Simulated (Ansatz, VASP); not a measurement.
**Sn in VASP and in Ansatz**

File POSCAR:

```
Sn
1.0
    0.0000000000      3.2831000385      3.2831000385
    3.2831000385      0.0000000000      3.2831000385
    3.2831000385      3.2831000385      0.0000000000
Sn
2
Direct
    0.5000000000      0.5000000000      0.5000000000
    0.7500000000      0.7500000000      0.7500000000
```

INCAR.step1

```
SYSTEM = Sn
PREC = Accurate
ENCUT = 520
ISMEAR = 0
SIGMA = 0.15
LREAL = .FALSE.
LASPH = .TRUE.
NELM = 60
NBANDS = 21
GGA = PE
ALGO = Normal
EDIFF = 1E-4
LWAVE = .TRUE.
LCHARG = .FALSE.
```

File INCAR.step2:

```
SYSTEM = Sn
PREC = Accurate
ENCUT = 520
EDIFF = 1E-6
ISMEAR = 0
SIGMA = 0.15
LREAL = .FALSE.
LASPH = .TRUE.
NELM = 60
ALGO = Normal
ISIF = 2
LWAVE = .FALSE.
LCHARG = .FALSE.
METAGGA = R2SCAN
LMIXTAU = .TRUE.
NBANDS = 21
ISTART = 1
```

KPOINTS

```
regular mesh
0
G
  10 10 10
  0 0 0
```

Input for Ansatz:

```yaml
crystal:
  lattice:
    - [0.0, 3.2831000385, 3.2831000385]
    - [3.2831000385, 0.0, 3.2831000385]
    - [3.2831000385, 3.2831000385, 0.0]
  atoms:
    - { symbol: Sn, position: [0.5, 0.5, 0.5] }
    - { symbol: Sn, position: [0.75, 0.75, 0.75] }
basis:
  ecutwfc: 500
kpoints:
  mp_grid: { grid: [10, 10, 10] }
hamiltonian:
  xc: r2scan
scf:
  occupations: { method: gaussian, width: 0.15 }
output:
  forces: true
  stress: true
  eigenvalues: true
  write_density: true
  write_potential: true
  elf: true
  volumetric_format: npy
```

Alike in both runs: task single point; functional r2SCAN; k mesh 10 × 10 × 10; occupations gaussian, width 0.15 eV; no spin polarisation.

```csv
,VASP,Ansatz
version,VASP 6.6.1,Ansatz 0.2.0
potentials or method,"VASP PAW PBE potentials, release 64 (Sn_d), cutoff 520 eV","scalar-relativistic, plane waves, PAW"
valence electrons in the cell,28,28
```

```csv
,VASP,Ansatz,Ansatz less VASP
gap on the k mesh at the Fermi level (eV),none,none,-
pressure (GPa),0.0,0.0,+0.03
```

VASP's potentials were made for PBE, not for r2SCAN. A gap of «none» marks a metal or a gap that the smearing closes. The functional is the same, so the differences come from potentials, cutoffs and numerics.
